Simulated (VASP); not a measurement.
A run of VASP 6.6.1 is set up as follows.

The input POSCAR:

```
Al
1.0
   -1.5912186900      1.5912186900      1.6389552507
    1.5912186900     -1.5912186900      1.6389552507
    1.5912186900      1.5912186900     -1.6389552507
Al
1
Direct
    0.0000000000      0.0000000000      0.0000000000
```

Contents of INCAR.step1:

```
SYSTEM = Al
PREC = Accurate
ENCUT = 520
ISMEAR = 0
SIGMA = 0.15
LREAL = .False.
LASPH = .True.
NELM = 100
NBANDS = 8
GGA = PE
ALGO = Normal
EDIFF = 1E-4
LWAVE = .True.
LCHARG = .False.
```

File INCAR.step2:

```
SYSTEM = Al
PREC = Accurate
ENCUT = 520
EDIFF = 1E-7
ISMEAR = 0
SIGMA = 0.15
LREAL = .False.
LASPH = .True.
NELM = 100
ALGO = Normal
ISIF = 2
LWAVE = .False.
LCHARG = .True.
METAGGA = R2SCAN
LMIXTAU = .True.
LELF = .True.
LVHAR = .True.
NBANDS = 8
ISTART = 1
```

File KPOINTS:

```
Automatic mesh
0
Gamma
  20 20 20
  0 0 0
```

Potentials or basis: VASP PAW PBE potentials, release 64 (Al).

The run is started by

```bash
$ cat potpaw_PBE.64/Al/POTCAR > POTCAR
$ cp INCAR.step1 INCAR
$ mpirun -np 1 vasp_std > vasp.out
$ cp INCAR.step2 INCAR
$ mpirun -np 1 vasp_std > vasp.out
```

What does it give for the pressure?

-2.2 GPa.

Stress tensor (GPa, compression positive):
```
-2.67  0.00  0.00
 0.00 -2.67  0.00
 0.00  0.00 -1.27
```

Caveat: the cell differs from its parent crystal (strain +0.000 along x and y, +0.030 along z); the PAW data sets were made with another functional, which shifts forces and pressure a little.
